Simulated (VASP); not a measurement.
# La (Fm-3m) in VASP: notebook

The runs below take La through electric field gradients, density of states, with PBE.

Everything below comes from runs of VASP 6.6.1. Logs are shortened: lines on timing, memory, paths and dates and some standing lists are left out, and cuts for length are marked.

### Step 1. The cell of the first run

Symmetry: Fm-3m, No. 225, cubic system. Conventional cell: a = 5.296 Å, b = 5.296 Å, c = 5.296 Å, α = 90.00°, β = 90.00°, γ = 90.00°. Within 4.9 Å of La (site symmetry m-3m) lie 12 La at 3.74 Å.

### Step 2. Electric field gradients, PBE

Input file INCAR:

```
ALGO = Normal ; EDIFF = 1E-8
ENCUT = 520 ; GGA = PE
ISIF = 2 ; ISMEAR = -1
LASPH = T ; LCHARG = F
LEFG = T ; LREAL = F
LWAVE = F ; NBANDS = 12
NELM = 80 ; PREC = Accurate
SIGMA = 0.05
```

Input file KPOINTS:

```
k-points
0
Gamma
  12 12 12
```

Input file POSCAR:

```
La
1.0
    0.0000000000      2.6480000000      2.6480000000
    2.6480000000      0.0000000000      2.6480000000
    2.6480000000      2.6480000000      0.0000000000
La
1
Direct
    0.0000000000      0.0000000000      0.0000000000
```

Potentials or basis: VASP PAW PBE potentials, release 64 (La).

Command:

```bash
$ cat potpaw_PBE.64/La/POTCAR > POTCAR
$ mpirun -np 1 vasp_std > vasp.out
```

OUTCAR:

```text
EDIFF = 1E-8
   ENCUT = 520
   GGA = PE
   ISIF = 2
   ISMEAR = -1
   LASPH = T
   LREAL = F
   NELM = 80
   PREC = Accurate

 ion  position               nearest neighbor table
   1  0.000  0.000  0.000-

  LATTYP: Found a face centered cubic cell.
 ALAT       =     5.2960000000

  Lattice vectors:

 A1 = (   0.0000000000,   2.6480000000,   2.6480000000)
 A2 = (   2.6480000000,   0.0000000000,   2.6480000000)
 A3 = (   2.6480000000,   2.6480000000,   0.0000000000)

Analysis of symmetry for initial positions (statically):
[... 33 lines left out ...]
                                     Primitive cell

  volume of cell :      37.1350

  direct lattice vectors                    reciprocal lattice vectors
     0.000000000  2.648000000  2.648000000    -0.188821752  0.188821752  0.188821752
     2.648000000  0.000000000  2.648000000     0.188821752 -0.188821752  0.188821752
     2.648000000  2.648000000  0.000000000     0.188821752  0.188821752 -0.188821752

  length of vectors
     3.744837513  3.744837513  3.744837513     0.327048868  0.327048868  0.327048868

  position of ions in fractional coordinates (direct lattice)
     0.000000000  0.000000000  0.000000000

  ion indices of the primitive-cell ions
   primitive index   ion index
                 1           1

----------------------------------------------------------------------------------------

 KPOINTS: k-points

Automatic generation of k-mesh.
 Grid dimensions read from file:
 generate k-points for:   12   12   12

 Generating k-lattice:

  Cartesian coordinates                     Fractional coordinates (reciprocal lattice)
    -0.015735146  0.015735146  0.015735146     0.083333333  0.000000000  0.000000000
     0.015735146 -0.015735146  0.015735146     0.000000000  0.083333333  0.000000000
     0.015735146  0.015735146 -0.015735146     0.000000000  0.000000000  0.083333333

  Length of vectors
     0.027254072  0.027254072  0.027254072

  Shift w.r.t. Gamma in fractional coordinates (k-lattice)
     0.000000000  0.000000000  0.000000000

 Subroutine IBZKPT returns following result:
 ===========================================

 Found     72 irreducible k-points:

 Following reciprocal coordinates:
            Coordinates               Weight
  0.000000  0.000000  0.000000      1.000000
  0.083333  0.000000  0.000000      8.000000
  0.166667  0.000000  0.000000      8.000000
  0.250000  0.000000  0.000000      8.000000
  0.333333  0.000000  0.000000      8.000000
  0.416667  0.000000  0.000000      8.000000
[... 16 lines left out ...]
  0.500000  0.166667  0.000000     24.000000
 -0.416667  0.166667  0.000000     24.000000
 [... further k-points ...]
   k-points           NKPTS =     72   k-points in BZ     NKDIM =     72   number of bands    NBANDS=     12
   number of dos      NEDOS =    301   number of ions     NIONS =      1
   total plane-waves  NPLWV =  21952
   dimension x,y,z NGX =    28 NGY =   28 NGZ =   28
   dimension x,y,z NGXF=    56 NGYF=   56 NGZF=   56
   ions per type =               1
   NGX,Y,Z   is equivalent  to a cutoff of  12.43, 12.43, 12.43 a.u.
   NGXF,Y,Z  is equivalent  to a cutoff of  24.86, 24.86, 24.86 a.u.
 SYSTEM =  unknown system
   PREC   = accura    normal or accurate (medium, high low for compatibility)
   ISTART =      0    job   : 0-new  1-cont  2-samecut
   ICHARG =      2    charge: 1-file 2-atom 10-const
   ISPIN  =      1    spin polarized calculation?
   LNONCOLLINEAR =      F non collinear calculations
   LSORBIT =      F    spin-orbit coupling
   LASPH  =      T    aspherical Exc in radial PAW
   ENCUT  =  520.0 eV  38.22 Ry    6.18 a.u.   6.96  6.96  6.96*2*pi/ulx,y,z
   NELM   =     80;   NELMIN=  2; NELMDL= -5     # of ELM steps
   EDIFF  = 0.1E-07   stopping-criterion for ELM
   LREAL  =      F    real-space projection
   EDIFFG = 0.1E-06   stopping-criterion for IOM
   NSW    =      0    number of steps for IOM
   IBRION =     -1    ionic relax: 0-MD 1-quasi-New 2-CG
   NFREE  =      0    steps in history (QN), initial steepest desc. (CG)
   ISIF   =      2    stress and relaxation
   ISYM   =      2    0-nonsym 1-usesym 2-fastsym
   POTIM  = 0.5000    time-step for ionic-motion
   TEBEG  =    0.0;   TEEND  =   0.0 temperature during run
   PSTRESS=    0.0 pullay stress
   NELECT =      11.0000    total number of electrons
   NUPDOWN=      -1.0000    fix difference up-down
   EMIN   =  10.00;   EMAX   =-10.00  energy-range for DOS
   EFERMI =   0.00;   METHOD = LEGACY
   ISMEAR =    -1;   SIGMA  =   0.05  broadening in eV -4-tet -1-fermi 0-gaus
   EFERMI_NEDOS =   21; number of points for ismear=-14 and -15
   IALGO  =     38    algorithm
   IMIX   =      4    mixing-type and parameters
     AMIX     =   0.40;   BMIX     =  1.00
     AMIX_MAG =   1.60;   BMIX_MAG =  1.00
  volume/ion in A,a.u.               =      37.14       250.60
  Fermi-wavevector in a.u.,A,eV,Ry     =   1.091301  2.062259 16.203683  1.190937
  Thomas-Fermi vector in A             =   2.227543
   LORBIT       =      0    0 simple, 1 ext, 2 COOP (PROOUT), +10 PAW based schemes
   GGA     = PE    functional components
   LHFCALC =     F    Hartree Fock is set to
   AEXX    =    0.0000 exact exchange contribution
   IVDW    =     0    specifies the selected vdW correction
   LEPSILON=     F    determine dielectric tensor
   LRPA    =     F    only Hartree local field effects (RPA)
 non-spin polarized calculation
  energy-cutoff  :      520.00
  volume of cell :       37.14
 maximum number of plane-waves:      1018
   NGX = 13   NGY = 13   NGZ = 13

 number of electron      10.9999999 magnetization

 Free energy of the ion-electron system (eV)
  ---------------------------------------------------
  ext. energy  EPLUGINS =         0.00000000
  ---------------------------------------------------
  free energy    TOTEN  =        -4.89040799 eV

  energy without entropy =       -4.87494778  energy(sigma->0) =       -4.88267789

 E-fermi :   7.8556     XC(G=0):  -9.5598

 val. band max:        7.8470294708   @ k =  -0.1667   0.2500   0.0833
 cond. band min:       7.8763439227   @ k =  -0.4167   0.2500   0.0000
 fundamental gap:      0.0293144519
 Fermi energy:         7.8556373499

 k-point     1 :       0.0000    0.0000    0.0000
  band No.  band energies     occupation
      1     -24.9927      2.00000
      2      -7.9872      2.00000
      3      -7.9872      2.00000
      4      -7.9872      2.00000
      5       4.6885      2.00000
      6       9.1761      0.00000
      7       9.3572      0.00000
      8       9.3572      0.00000
      9       9.3572      0.00000
     10       9.6724      0.00000
     11       9.6724      0.00000
     12       9.6724      0.00000

 k-point     2 :       0.0833    0.0000    0.0000
  band No.  band energies     occupation
      1     -24.9800      2.00000
      2      -8.0921      2.00000
      3      -7.9994      2.00000
      4      -7.9994      2.00000
      5       4.8953      2.00000
      6       8.7964      0.00000
      7       9.3811      0.00000
      8       9.3811      0.00000
      9       9.5885      0.00000
     10       9.6743      0.00000
     11       9.6743      0.00000
     12       9.7331      0.00000

 k-point     3 :       0.1667    0.0000    0.0000
  band No.  band energies     occupation
      1     -24.9449      2.00000
      2      -8.3677      2.00000
      3      -8.0325      2.00000
      4      -8.0325      2.00000
      5       5.4268      2.00000
      6       8.4199      0.00003
      7       9.4093      0.00000
      8       9.4093      0.00000
      9       9.5412      0.00000
     10       9.6801      0.00000
     11       9.6801      0.00000
     12       9.9905      0.00000
[... 286 lines left out ...]
 k-point    23 :       0.5000    0.1667    0.0000
  band No.  band energies     occupation
      1     -24.7810      2.00000
      2      -9.2358      2.00000
      3      -8.3853      2.00000
      4      -8.2456      2.00000
      5       6.7396      2.00000
      6       8.0476      0.04208
      7       9.1226      0.00000
      8       9.4767      0.00000
      9       9.7305      0.00000
     10       9.7345      0.00000
     11       9.9171      0.00000
     12      10.1190      0.00000

 k-point    24 :      -0.4167    0.1667    0.0000
  band No.  band energies     occupation
      1     -24.7776      2.00000
      2      -9.2480      2.00000
      3      -8.4323      2.00000
      4      -8.2159      2.00000
      5       6.8095      2.00000
      6       8.0494      0.04068
      7       9.3848      0.00000
      8       9.4198      0.00000
      9       9.6422      0.00000
     10       9.6951      0.00000
     11       9.9383      0.00000
     12      10.1479      0.00000

 [... further k-points ...]
[... 5 lines left out ...]
  --------------------------------------------------------------------------------------
  -------------------------------------------------------------------------------------
  Total       -0.0458801     -0.0458801     -0.0458801      0.0000000      0.0000000     -0.0000000
  in kB       -1.9794774     -1.9794774     -1.9794774      0.0000000      0.0000000     -0.0000000
  external PRESSURE =      -1.9794774 kB  Pullay stress =       0.0000000 kB

 VOLUME and BASIS-vectors are now :
 -----------------------------------------------------------------------------
  energy-cutoff  :      520.00
  volume of cell :       37.14
      direct lattice vectors                 reciprocal lattice vectors
     0.000000000  2.648000000  2.648000000    -0.188821752  0.188821752  0.188821752
     2.648000000  0.000000000  2.648000000     0.188821752 -0.188821752  0.188821752
     2.648000000  2.648000000  0.000000000     0.188821752  0.188821752 -0.188821752

 POSITION                                       TOTAL-FORCE (eV/Angst)
 -----------------------------------------------------------------------------------
      0.00000      0.00000      0.00000         0.000000      0.000000      0.000000
 -----------------------------------------------------------------------------------
    total drift:                               -0.000000      0.000000      0.000000

  FREE ENERGIE OF THE ION-ELECTRON SYSTEM (eV)
  ---------------------------------------------------
  free  energy   TOTEN  =        -4.8904079937 eV

  energy  without entropy=       -4.8749477827  energy(sigma->0) =       -4.88267789

 Electric field gradients (V/A^2)
---------------------------------------------------------------------
 ion       V_xx      V_yy      V_zz      V_xy      V_xz      V_yz
---------------------------------------------------------------------
   1      -0.000    -0.000     0.000     0.000     0.000     0.000
---------------------------------------------------------------------

 Electric field gradients after diagonalization (V/A^2)
 (convention: |V_zz| > |V_xx| > |V_yy|)
----------------------------------------------------------------------
 ion       V_xx      V_yy      V_zz     asymmetry (V_yy - V_xx)/ V_zz
----------------------------------------------------------------------
   1      -0.000    -0.000     0.000       0.000
----------------------------------------------------------------------

           NMR quadrupolar parameters

 Cq : quadrupolar parameter    Cq=e*Q*V_zz/h
 eta: asymmetry parameters     (V_yy - V_xx)/ V_zz
 Q  : nuclear electric quadrupole moment in mb (millibarn)
----------------------------------------------------------------------
 ion       Cq(MHz)       eta       Q (mb)
----------------------------------------------------------------------
   1       0.000       0.000       1.000
----------------------------------------------------------------------
```

It used 100 s of CPU time on 1 thread of AMD EPYC 7R13 Processor (Zen 3) (shared host).

What came out:

* Free energy: -4.8904 eV
* Pressure: -0.2 GPa

Caveat: without QUAD_EFG the Cq values of the log hold for a quadrupole moment of 1 mb, not for the nuclei; spin-orbit coupling is left out, which moves the levels of the heavy elements.

### Step 3. Density of states, PBE

POSCAR is that of step 2.

Input file INCAR.step1:

```
SYSTEM = La
PREC = Accurate
ENCUT = 520
EDIFF = 1E-7
ISMEAR = -1
SIGMA = 0.05
LREAL = .False.
LASPH = .True.
NELM = 80
ALGO = Normal
ISIF = 2
LWAVE = .False.
LCHARG = .True.
LMAXMIX = 6
GGA = PE
NBANDS = 12
```

Input file KPOINTS.step1:

```
Automatic mesh
0
Gamma
  12 12 12
  0 0 0
```

Input file INCAR.step2:

```
SYSTEM = La
PREC = Accurate
ENCUT = 520
EDIFF = 1E-7
ISMEAR = -5
SIGMA = 0.05
LREAL = .False.
LASPH = .True.
NELM = 80
ALGO = Normal
ISIF = 2
LWAVE = .False.
LCHARG = .False.
LMAXMIX = 6
GGA = PE
LORBIT = 10
NEDOS = 1001
ICHARG = 11
```

Input file KPOINTS.step2:

```
Automatic mesh
0
Gamma
  18 18 18
  0 0 0
```

Potentials or basis: VASP PAW PBE potentials, release 64 (La).

Command:

```bash
$ cat potpaw_PBE.64/La/POTCAR > POTCAR
$ cp INCAR.step1 INCAR
$ cp KPOINTS.step1 KPOINTS
$ mpirun -np 1 vasp_std > vasp.out
$ cp INCAR.step2 INCAR
$ cp KPOINTS.step2 KPOINTS
$ mpirun -np 1 vasp_std > vasp.out
```

It used 190 s of CPU time on 1 thread of AMD EPYC 7R13 Processor (Zen 3), on a shared host.

The run converged. Its results:

* Valence electrons inside the program's atomic spheres: La 8.60

Levels at points of the mesh, in eV from the Fermi level:
```
           k point  band 1  band 2  band 3  band 4  band 5  band 6  band 7  band 8  band 9
(0.00, 0.00, 0.00)  -32.86  -15.85  -15.85  -15.85   -3.17    1.31    1.49    1.50    1.81
(0.50, 0.00, 0.00)  -32.66  -17.23  -16.03  -16.03   -1.71    1.29    1.29    1.33    1.84
(0.50, 0.50, 0.00)  -32.60  -17.14  -16.34  -16.34   -1.97   -1.38    1.90    1.90    1.91
```

Caveat: spin-orbit coupling is left out, which moves the levels of the heavy elements; tetrahedron occupations give inexact forces and stress in metals.
